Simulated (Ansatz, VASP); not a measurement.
# Mo in VASP and in Ansatz

INCAR

```
SYSTEM = Mo
ALGO     = Fast           ! electronic algorithm
DIPOL    = 0.5 0.5 0.500
EDIFF    = 1E-7           ! SCF threshold, eV
ENCUT    = 520            ! plane-wave cutoff, eV
GGA      = PS             ! functional
IDIPOL   = 3            
ISIF     = 2              ! what is computed and relaxed
ISMEAR   = 0              ! smearing method
LASPH    = .TRUE.         ! aspherical terms in the spheres
LCHARG   = .FALSE.        ! write CHGCAR
LDIPOL   = .TRUE.       
LREAL    = Auto         
LWAVE    = .FALSE.        ! write WAVECAR
NBANDS   = 126            ! bands
NELM     = 60             ! most SCF steps
PREC     = Accurate       ! precision mode
SIGMA    = 0.1            ! smearing width, eV
```

Contents of KPOINTS:

```
k-points
0
G
  11 5 1
  0 0 0
```

Contents of POSCAR:

```
Mo
1.0
    3.1293068543      0.0000000000      0.0000000000
    0.0000000000      6.9973428486      0.0000000000
    0.0000000000      0.0000000000     25.4960142730
Mo
16
Direct
    0.5000000000      0.7000000000      0.2941636257
    0.0000000000      0.4000000000      0.3216084756
    0.5000000000      0.1000000000      0.3490533255
    0.0000000000      0.8000000000      0.3764981754
    0.5000000000      0.5000000000      0.4039430253
    0.0000000000      0.2000000000      0.4313878752
    0.5000000000      0.9000000000      0.4588327251
    0.0000000000      0.6000000000      0.4862775750
    0.5000000000      0.3000000000      0.5137224250
    0.0000000000      0.0000000000      0.5411672749
    0.5000000000      0.7000000000      0.5686121248
    0.0000000000      0.4000000000      0.5960569747
    0.5000000000      0.1000000000      0.6235018246
    0.0000000000      0.8000000000      0.6509466745
    0.5000000000      0.5000000000      0.6783915244
    0.0000000000      0.2000000000      0.7058363743
```

Input for Ansatz:

```yaml
crystal:
  lattice:
    - [3.1293068543, 0.0, 0.0]
    - [0.0, 6.9973428486, 0.0]
    - [0.0, 0.0, 25.496014273]
  atoms:
    - { symbol: Mo, position: [0.5, 0.7, 0.2941636257] }
    - { symbol: Mo, position: [0.0, 0.4, 0.3216084756] }
    - { symbol: Mo, position: [0.5, 0.1, 0.3490533255] }
    - { symbol: Mo, position: [0.0, 0.8, 0.3764981754] }
    - { symbol: Mo, position: [0.5, 0.5, 0.4039430253] }
    - { symbol: Mo, position: [0.0, 0.2, 0.4313878752] }
    - { symbol: Mo, position: [0.5, 0.9, 0.4588327251] }
    - { symbol: Mo, position: [0.0, 0.6, 0.486277575] }
    - { symbol: Mo, position: [0.5, 0.3, 0.513722425] }
    - { symbol: Mo, position: [0.0, 0.0, 0.5411672749] }
    - { symbol: Mo, position: [0.5, 0.7, 0.5686121248] }
    - { symbol: Mo, position: [0.0, 0.4, 0.5960569747] }
    - { symbol: Mo, position: [0.5, 0.1, 0.6235018246] }
    - { symbol: Mo, position: [0.0, 0.8, 0.6509466745] }
    - { symbol: Mo, position: [0.5, 0.5, 0.6783915244] }
    - { symbol: Mo, position: [0.0, 0.2, 0.7058363743] }
basis:
  ecutwfc: 420
kpoints:
  mp_grid: { grid: [11, 5, 1] }
hamiltonian:
  xc: pbesol
scf:
  occupations: { method: gaussian, width: 0.1 }
output:
  forces: true
  stress: true
  eigenvalues: true
  write_density: true
  write_potential: true
  elf: true
  volumetric_format: npy
efield:
  axis: 3
  dipole_correction: true
  ramp_width: 0.04
```

Alike in both runs: task single point; functional PBEsol; k mesh 11 × 5 × 1; occupations gaussian, width 0.1 eV; no spin polarisation.

|  | VASP | Ansatz |
| --- | --- | --- |
| version | VASP 6.6.1 | Ansatz 0.2.0 |
| potentials or method | VASP PAW PBE potentials, release 64 (Mo_sv), cutoff 520 eV | scalar-relativistic, plane waves, PAW |
| valence electrons in the cell | 224 | 224 |

VASP gave:

- gap on the k mesh at the Fermi level (eV): none
- rms of the force components (eV/Å): 0.559

Q: Estimate Ansatz's values.

A: gap on the k mesh at the Fermi level (eV): none; rms of the force components (eV/Å): 0.563.

VASP's potentials were made for PBE, not for PBEsol. Atom by atom the forces differ by 0.008 eV/Å (rms over components). A gap of «none» marks a metal or a gap that the smearing closes. With one functional, cell and mesh, what is left measures potentials, basis and numerics. Ansatz's warnings: xc potential rough in thin density.
